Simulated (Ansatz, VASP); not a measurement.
# WSe2 in VASP and in Ansatz

The input INCAR:

```
PREC     = Accurate       # precision mode
ENCUT    = 520            # plane-wave cutoff, eV
EDIFF    = 1E-6           # SCF threshold, eV
ISMEAR   = 0              # smearing method
SIGMA    = 0.05           # smearing width, eV
LREAL    = F              # projectors in reciprocal space
LASPH    = T              # aspherical terms in the spheres
NELM     = 80             # most SCF steps
ALGO     = Normal         # electronic algorithm
ISIF     = 2              # what is computed and relaxed
LWAVE    = F              # write WAVECAR
LCHARG   = F              # write CHGCAR
GGA      = PS             # functional
NBANDS   = 35             # bands
```

The input KPOINTS:

```
Automatic mesh
0
Gamma
  9 9 2
```

File POSCAR:

```
WSe2
1.0
    3.2705808386      0.0000000000      0.0000000000
   -1.6352904193      2.8324060913      0.0000000000
    0.0000000000      0.0000000000     23.9869951139
W Se
2 4
Direct
    0.4128891143      0.3333333333      0.1376221416
    0.3333333333      0.6666666667      0.8623778584
    0.3333333333      0.6666666667      0.2073407565
    0.6666666667      0.3333333333      0.9321940382
    0.3333333333      0.6666666667      0.0678059618
    0.6666666667      0.3333333333      0.7926592435
```

Input for Ansatz:

```yaml
crystal:
  lattice:
    - [3.2705808386, 0.0, 0.0]
    - [-1.6352904193, 2.8324060913, 0.0]
    - [0.0, 0.0, 23.9869951139]
  atoms:
    - { symbol: W, position: [0.4128891143, 0.3333333333, 0.1376221416] }
    - { symbol: W, position: [0.3333333333, 0.6666666667, 0.8623778584] }
    - { symbol: Se, position: [0.3333333333, 0.6666666667, 0.2073407565] }
    - { symbol: Se, position: [0.6666666667, 0.3333333333, 0.9321940382] }
    - { symbol: Se, position: [0.3333333333, 0.6666666667, 0.0678059618] }
    - { symbol: Se, position: [0.6666666667, 0.3333333333, 0.7926592435] }
basis:
  ecutwfc: 420
kpoints:
  mp_grid: { grid: [9, 9, 2] }
hamiltonian:
  xc: pbesol
  pseudopotentials: { kind: paw, azcp: { folder: soft_1 } }
scf:
  occupations: { method: gaussian, width: 0.05 }
output:
  forces: true
  stress: true
  eigenvalues: true
```

Alike in both runs: task single point; functional PBEsol; k mesh 9 × 9 × 2; occupations gaussian, width 0.05 eV; no spin polarisation.

|  | VASP | Ansatz |
| --- | --- | --- |
| version | VASP 6.6.1 | Ansatz 0.2.0 |
| potentials or method | VASP PAW PBE potentials, release 64 (W_sv, Se), cutoff 520 eV | scalar-relativistic, plane waves, PAW |
| valence electrons in the cell | 52 | 92 |

|  | VASP | Ansatz | Ansatz less VASP |
| --- | --- | --- | --- |
| gap on the k mesh at the Fermi level (eV) | none | none | - |
| rms of the force components (eV/Å) | 3.624 | 3.590 | -0.0339 |

VASP's potentials were made for PBE, not for PBEsol, and Ansatz warns of the same on its side. Atom by atom the forces differ by 0.041 eV/Å (rms over components). A gap of «none» marks a metal or a gap that the smearing closes. The functional is the same, so the differences come from potentials, cutoffs and numerics. VASP's potentials hold 52 valence electrons a cell and Ansatz's 92, so a difference there can come from the potentials and not from the codes.

Neither program's run includes spin-orbit coupling.
